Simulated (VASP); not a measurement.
# Br: single point with PBE

Crystal: Br.

```
Br
1.0
     3.40751   -2.35311    0.00000
     3.40751    2.35311    0.00000
     0.00000    0.00000    8.81682
Br
4
Direct
  0.36510 0.63490 0.39010
  0.13490 0.86510 0.89010
  0.63490 0.36510 0.60990
  0.86510 0.13490 0.10990
```

```yaml
Program: VASP 6.6.1
Task: single point
Functional: PBE
Potentials_or_basis: VASP PAW PBE potentials, release 64 (Br)
Cutoff: 520 eV
k_mesh: 6 × 6 × 3
Occupations: fermi-dirac, width 0.05 eV
Spin: no spin polarisation
Dipole_correction: no
Further_INCAR_settings: ALGO = Normal; EDIFF = 1e-06; NBANDS = 22
```

```yaml
Pressure: 0.7 GPa
Largest_force: 0.453 eV/Å
Band_gap_on_the_k_mesh: 1.78 eV, indirect (least direct gap 1.80 eV)
```

Forces on the atoms (eV/Å):
```
Br   0.000  0.174 -0.418
Br   0.000 -0.174 -0.418
Br   0.000 -0.174  0.418
Br   0.000  0.174  0.418
```

Stress tensor (GPa, compression positive):
```
0.96 0.00 0.00
0.00 0.24 0.00
0.00 0.00 0.94
```

Levels at points of the mesh, in eV from the valence-band top:
```csv
k point,band 10,band 11,band 12,band 13,band 14,band 15,band 16,band 17,band 18,band 19
"(0.00, 0.00, 0.00)",-1.54,-0.86,-0.31,-0.05,-0.02,1.78,2.50,5.97,6.75,7.50
"(0.50, 0.00, 0.00)",-1.89,-0.73,-0.73,-0.21,-0.21,2.40,2.40,7.25,7.25,9.18
"(0.50, 0.50, 0.00)",-2.20,-1.21,-1.05,-0.35,0.00,1.84,2.21,7.44,7.69,7.78
```

Run time: 83 s on 1 thread of Intel Xeon 6975P-C, on a shared host, peak memory 0.25 GiB.

A k mesh can miss the band edges. A hybrid or GW would open this gap; PBE tends to underestimate it.
